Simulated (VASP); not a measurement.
Write the native input for VASP 6.6.1 that does the following.

```yaml
Task: single point
Functional: r2SCAN
Potentials_or_basis: VASP PAW PBE potentials, release 64 (Ti_sv, Si)
Cutoff: 520 eV
k_mesh: 8 × 8 × 8
Occupations: fermi-dirac, width 0.05 eV
Spin: no spin polarisation
Dipole_correction: no
Further_INCAR_settings: ALGO = Normal; EDIFF = 1e-06; NBANDS = 29
```

Crystal: TiSi2.

```
Ti Si
1.0
     1.72907   -6.62130    0.00000
     1.72907    6.62130    0.00000
     0.00000    0.00000    3.49239
Ti Si
2 4
Direct
  0.10312 0.89688 0.25000
  0.89688 0.10312 0.75000
  0.75031 0.24969 0.25000
  0.24969 0.75031 0.75000
  0.44175 0.55825 0.25000
  0.55825 0.44175 0.75000
```

The input as run:

POSCAR

```
TiSi2
1.0
    1.7290723629     -6.6212982966      0.0000000000
    1.7290723629      6.6212982966      0.0000000000
    0.0000000000      0.0000000000      3.4923948962
Ti Si
2 4
Direct
    0.1031180800      0.8968819200      0.2500000000
    0.8968819200      0.1031180800      0.7500000000
    0.7503148200      0.2496851800      0.2500000000
    0.2496851800      0.7503148200      0.7500000000
    0.4417485500      0.5582514500      0.2500000000
    0.5582514500      0.4417485500      0.7500000000
```

INCAR.step1

```
SYSTEM = TiSi2
PREC = Accurate
ENCUT = 520
ISMEAR = -1
SIGMA = 0.05
LREAL = .FALSE.
LASPH = .TRUE.
NELM = 100
NBANDS = 29
GGA = PE
ALGO = Normal
EDIFF = 1E-4
LWAVE = .TRUE.
LCHARG = .FALSE.
```

INCAR.step2

```
SYSTEM = TiSi2
PREC = Accurate
ENCUT = 520
EDIFF = 1E-6
ISMEAR = -1
SIGMA = 0.05
LREAL = .FALSE.
LASPH = .TRUE.
NELM = 100
ALGO = Normal
ISIF = 2
LWAVE = .FALSE.
LCHARG = .FALSE.
METAGGA = R2SCAN
LMIXTAU = .TRUE.
NBANDS = 29
ISTART = 1
```

KPOINTS

```
Automatic mesh
0
G
  8 8 8
  0 0 0
```

Potentials or basis: VASP PAW PBE potentials, release 64 (Ti_sv, Si).

Command:

```bash
$ cat potpaw_PBE.64/Ti_sv/POTCAR potpaw_PBE.64/Si/POTCAR > POTCAR
$ cp INCAR.step1 INCAR
$ mpirun -np 1 vasp_std > vasp.out
$ cp INCAR.step2 INCAR
$ mpirun -np 1 vasp_std > vasp.out
```

Results of the run:

```yaml
Pressure: 10.4 GPa
Largest_force: 0.266 eV/Å
Band_gap_on_the_k_mesh: zero (bands 20 and 21 overlap by 1.10 eV)
```

Caveat: the cell stands under pressure; the PAW data sets were made with another functional, which shifts forces and pressure a little.

It took 29 min on 1 thread of Intel(R) Xeon(R) Platinum 8375C CPU @ 2.90GHz (Ice Lake), with other jobs on the host, peak memory 0.43 GiB.
